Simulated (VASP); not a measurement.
# CuO (P1) in VASP: notebook, part 2 of 2

VASP 6.6.1. Earlier steps stand in the parts before.

### 3 Single point, r2SCAN

This run uses another cell than the first one, of 9.48 Å³/atom.

Contents of POSCAR:

```
CuO
1.0
    0.0000000000     -2.1165600000     -2.1165600000
   -2.1165600000      0.0000000000     -2.1165600000
    2.1165600000      2.1165600000     -4.2331200000
Cu O
2 2
Direct
    0.5038875400      0.4769880100      0.4880064000
    0.0038875400      0.9769880100      0.9880064000
    0.7461124600      0.7730119900      0.7619936000
    0.2461124600      0.2730119900      0.2619936000
```

Contents of INCAR.step1:

```
PREC = Accurate
ENCUT = 520
ISMEAR = -1
SIGMA = 0.05
LREAL = F
LASPH = T
NELM = 100
NBANDS = 25
GGA = PE
ALGO = Normal
EDIFF = 1E-4
LWAVE = T
LCHARG = F
```

Contents of INCAR.step2:

```
PREC = Accurate
ENCUT = 520
EDIFF = 1E-6
ISMEAR = -1
SIGMA = 0.05
LREAL = F
LASPH = T
NELM = 100
ALGO = Normal
ISIF = 2
LWAVE = F
LCHARG = F
METAGGA = R2SCAN
LMIXTAU = T
NBANDS = 25
ISTART = 1
```

Contents of KPOINTS:

```
Automatic mesh
0
Gamma
  10 10 6
```

Potentials or basis: VASP PAW PBE potentials, release 64 (Cu, O).

On the command line:

```sh
$ cat potpaw_PBE.64/Cu/POTCAR potpaw_PBE.64/O/POTCAR > POTCAR
$ cp INCAR.step1 INCAR
$ mpirun -np 1 vasp_std > vasp.out
$ cp INCAR.step2 INCAR
$ mpirun -np 1 vasp_std > vasp.out
```

OUTCAR:

```text
PREC = Accurate
   ENCUT = 520
   EDIFF = 1E-6
   ISMEAR = -1
   LREAL = F
   LASPH = T
   NELM = 100
   ISIF = 2
   METAGGA = R2SCAN
   ISTART = 1

 ion  position               nearest neighbor table
   1  0.504  0.477  0.488-   4 1.94   4 2.06   3 2.08   4 2.17   3 2.19   3 2.30
   2  0.004  0.977  0.988-   3 1.94   3 2.06   4 2.08   3 2.17   4 2.19   4 2.30
   3  0.746  0.773  0.762-   2 1.94   2 2.06   1 2.08   2 2.17   1 2.19   1 2.30
   4  0.246  0.273  0.262-   1 1.94   1 2.06   2 2.08   1 2.17   2 2.19   2 2.30

  LATTYP: Found a trigonal (rhomboedric) cell.
 ALAT       =     5.1844920100
 COS(alpha) =     0.8333333333

  Lattice vectors:

 A1 = (   2.1165600000,   4.2331200000,  -2.1165600000)
 A2 = (   4.2331200000,   2.1165600000,  -2.1165600000)
 A3 = (   2.1165600000,   2.1165600000,  -4.2331200000)

Analysis of symmetry for initial positions (statically):
=====================================================================
 Subroutine PRICEL returns following result:

  LATTYP: Found a face centered cubic cell.
 ALAT       =     4.2331200000

  Lattice vectors:

 A1 = (   0.0000000000,  -2.1165600000,   2.1165600000)
 A2 = (   2.1165600000,  -2.1165600000,   0.0000000000)
 A3 = (   2.1165600000,   0.0000000000,   2.1165600000)

   2 primitive cells build up your supercell.

 Routine SETGRP: Setting up the symmetry group for a
 trigonal (rhombohedral) supercell.

 Subroutine GETGRP returns: Found  1 space group operations
 (whereof  1 operations were pure point group operations)
 out of a pool of 12 trial point group operations.

The static configuration has the point symmetry C_1 .

Analysis of symmetry for dynamics (positions and initial velocities):
=====================================================================
 Subroutine PRICEL returns following result:

  LATTYP: Found a face centered cubic cell.
 ALAT       =     4.2331200000

  Lattice vectors:

 A1 = (   0.0000000000,  -2.1165600000,   2.1165600000)
 A2 = (   2.1165600000,  -2.1165600000,   0.0000000000)
 A3 = (   2.1165600000,   0.0000000000,   2.1165600000)

   2 primitive cells build up your supercell.

 Routine SETGRP: Setting up the symmetry group for a
 trigonal (rhombohedral) supercell.

 Subroutine GETGRP returns: Found  1 space group operations
 (whereof  1 operations were pure point group operations)
 out of a pool of 12 trial point group operations.

The dynamic configuration has the point symmetry C_1 .

 Subroutine INISYM returns: Found  1 space group operations
 (whereof  1 operations are pure point group operations),
 and found     2 'primitive' translations

----------------------------------------------------------------------------------------

                                     Primitive cell

  volume of cell :      18.9636

  direct lattice vectors                    reciprocal lattice vectors
     0.000000000 -2.116560000  2.116560000    -0.236232377 -0.236232377  0.236232377
     2.116560000 -2.116560000  0.000000000     0.236232377 -0.236232377 -0.236232377
     2.116560000  0.000000000  2.116560000     0.236232377  0.236232377  0.236232377

[... 45 lines left out ...]
|        The reciprocal lattice is rhombohedral (trigonal),                   |
|        whereas your k-lattice is base-centered monoclinic.                  |
|                                                                             |
|     Results are often still useful ...                                      |
|                                                                             |
 -----------------------------------------------------------------------------

 WARNING: IBZKPT: internal override: KBLOWUP is changed to .FALSE.
      ... skipping the blow-up phase ...

 Subroutine IBZKPT returns following result:
 ===========================================

 Found    304 irreducible k-points:

 Following reciprocal coordinates:
            Coordinates               Weight
  0.000000  0.000000  0.000000      1.000000
  0.100000  0.000000  0.000000      2.000000
  0.200000  0.000000  0.000000      2.000000
  0.300000  0.000000  0.000000      2.000000
  0.400000  0.000000  0.000000      2.000000
  0.500000  0.000000  0.000000      1.000000
[... 16 lines left out ...]
 -0.400000  0.200000  0.000000      2.000000
 -0.300000  0.200000  0.000000      2.000000
 [... further k-points ...]
   k-points           NKPTS =    304   k-points in BZ     NKDIM =    304   number of bands    NBANDS=     25
   number of dos      NEDOS =    301   number of ions     NIONS =      4
   total plane-waves  NPLWV =  23040
   dimension x,y,z NGX =    24 NGY =   24 NGZ =   40
   dimension x,y,z NGXF=    48 NGYF=   48 NGZF=   80
   ions per type =               2   2
   NGX,Y,Z   is equivalent  to a cutoff of  13.33, 13.33, 12.83 a.u.
   NGXF,Y,Z  is equivalent  to a cutoff of  26.66, 26.66, 25.65 a.u.
 SYSTEM =  unknown system
   PREC   = accura    normal or accurate (medium, high low for compatibility)
   ISTART =      1    job   : 0-new  1-cont  2-samecut
   ICHARG =      0    charge: 1-file 2-atom 10-const
   ISPIN  =      1    spin polarized calculation?
   LNONCOLLINEAR =      F non collinear calculations
   LSORBIT =      F    spin-orbit coupling
   LASPH  =      T    aspherical Exc in radial PAW
   ENCUT  =  520.0 eV  38.22 Ry    6.18 a.u.   5.57  5.57  9.64*2*pi/ulx,y,z
   NELM   =    100;   NELMIN=  2; NELMDL=  0     # of ELM steps
   EDIFF  = 0.1E-05   stopping-criterion for ELM
   LREAL  =      F    real-space projection
[... 7 lines left out ...]
   TEBEG  =    0.0;   TEEND  =   0.0 temperature during run
   PSTRESS=    0.0 pullay stress
   NELECT =      34.0000    total number of electrons
   NUPDOWN=      -1.0000    fix difference up-down
   EMIN   =  10.00;   EMAX   =-10.00  energy-range for DOS
   EFERMI =   0.00;   METHOD = LEGACY
   ISMEAR =    -1;   SIGMA  =   0.05  broadening in eV -4-tet -1-fermi 0-gaus
   EFERMI_NEDOS =   21; number of points for ismear=-14 and -15
   IALGO  =     38    algorithm
   IMIX   =      4    mixing-type and parameters
     AMIX     =   0.40;   BMIX     =  1.00
     AMIX_MAG =   1.60;   BMIX_MAG =  1.00
  volume/ion in A,a.u.               =       9.48        63.99
  Fermi-wavevector in a.u.,A,eV,Ry     =   1.578522  2.982973 33.902055  2.491731
  Thomas-Fermi vector in A             =   2.679040
   LORBIT       =      0    0 simple, 1 ext, 2 COOP (PROOUT), +10 PAW based schemes
   METAGGA = R2SCAN    functional components
   LHFCALC =     F    Hartree Fock is set to
   AEXX    =    0.0000 exact exchange contribution
   IVDW    =     0    specifies the selected vdW correction
   LEPSILON=     F    determine dielectric tensor
   LRPA    =     F    only Hartree local field effects (RPA)
 non-spin polarized calculation
  energy-cutoff  :      520.00
  volume of cell :       37.93
 maximum number of plane-waves:      1047
 NGX is ok and might be reduce to    24
   NGX = 11   NGY = 11   NGZ = 19

 number of electron      33.9999995 magnetization

 Free energy of the ion-electron system (eV)
  ---------------------------------------------------
  ext. energy  EPLUGINS =         0.00000000
  ---------------------------------------------------
  free energy    TOTEN  =       -35.70607495 eV

  energy without entropy =      -35.68064792  energy(sigma->0) =      -35.69336143

 E-fermi :   5.9994     XC(G=0): -13.1312

 val. band max:        5.9993600557   @ k =  -0.1000   0.0000   0.1667
 cond. band min:       6.0002094256   @ k =   0.2000   0.4000   0.5000
 fundamental gap:      0.0008493700
 Fermi energy:         5.9994101492

 k-point     1 :       0.0000    0.0000    0.0000
  band No.  band energies     occupation
      1     -14.7177      2.00000
      2     -13.5131      2.00000
      3      -1.6732      2.00000
      4       0.7653      2.00000
      5       0.9380      2.00000
      6       2.3516      2.00000
[... 661 lines left out ...]
     24      18.1323      0.00000
     25      20.6800      0.00000

 [... further k-points ...]
[... 5 lines left out ...]
  --------------------------------------------------------------------------------------
  -------------------------------------------------------------------------------------
  Total       -0.9296431     -0.7507711      0.8877569      0.0552537      0.2497211     -0.1632144
  in kB      -39.2712834    -31.7151231     37.5018695      2.3341024     10.5490681     -6.8947320
  external PRESSURE =     -11.1615123 kB  Pullay stress =       0.0000000 kB

 VOLUME and BASIS-vectors are now :
 -----------------------------------------------------------------------------
  energy-cutoff  :      520.00
  volume of cell :       37.93
      direct lattice vectors                 reciprocal lattice vectors
     0.000000000 -2.116560000 -2.116560000     0.118116189 -0.354348566 -0.118116189
    -2.116560000  0.000000000 -2.116560000    -0.354348566  0.118116189 -0.118116189
     2.116560000  2.116560000 -4.233120000     0.118116189  0.118116189 -0.118116189

 POSITION                                       TOTAL-FORCE (eV/Angst)
 -----------------------------------------------------------------------------------
      0.02332     -0.03361     -4.14187        -0.229555      0.332747     -1.189896
      0.02332      2.08295     -6.25843        -0.229555      0.332747     -1.189896
     -0.02332      0.03361     -6.44093         0.229555     -0.332747      1.189896
     -0.02332      0.03361     -2.20781         0.229555     -0.332747      1.189896
 -----------------------------------------------------------------------------------
    total drift:                                0.004239      0.005414     -0.003123

  FREE ENERGIE OF THE ION-ELECTRON SYSTEM (eV)
  ---------------------------------------------------
  free  energy   TOTEN  =       -35.7060749459 eV

  energy  without entropy=      -35.6806479179  energy(sigma->0) =      -35.69336143
```

Run time: 4.9 min. Hardware: 1 thread of Intel Xeon 6975P-C (Granite Rapids), shared host; peak memory 0.35 GiB.

What came out:

- Free energy: -35.7061 eV
- Pressure: -1.1 GPa
- Largest force: 1.257 eV/Å
- Band gap on the k mesh: zero (bands 17 and 18 overlap by 1.16 eV)

Forces in eV/Å, atoms in the order of the input:
```
Cu  -0.230  0.333 -1.190
Cu  -0.230  0.333 -1.190
O    0.230 -0.333  1.190
O    0.230 -0.333  1.190
```

Levels at points of the mesh, in eV from the Fermi level:
```
           k point  band 14  band 15  band 16  band 17  band 18  band 19  band 20  band 21
(0.00, 0.00, 0.00)    -1.64    -1.58    -1.19     0.54     0.71     1.90     6.49    10.23
(0.50, 0.00, 0.00)    -1.72    -0.75    -0.75    -0.30    -0.30     7.80     7.80    10.27
(0.00, 0.50, 0.00)    -1.66    -0.61    -0.61    -0.30    -0.30     7.82     7.82    10.21
(0.50, 0.50, 0.00)    -1.85    -1.59    -1.57     0.51     0.67     6.14     6.51    10.23
(0.00, 0.00, 0.50)    -1.99    -0.19    -0.19    -0.06    -0.06     4.71     4.71    12.75
(0.50, 0.00, 0.50)    -1.67    -1.61    -1.49     0.48     0.60     6.19     6.53    10.24
(0.00, 0.50, 0.50)    -1.65    -1.55    -1.49     0.70     0.76     6.19     6.45    10.22
(0.50, 0.50, 0.50)    -1.74    -0.73    -0.73    -0.45    -0.45     7.77     7.77    10.38
```

Caveat: the stress differs along the axes, from -4 to 4 GPa; the PAW data sets were made with another functional, which shifts forces and pressure a little; semilocal functionals often make such compounds metallic where correlation or magnetic order opens a gap, which also shifts bond lengths. With open d or f shells a metallic result of r2SCAN can be an artefact of self-interaction; +U or a hybrid may open a gap.
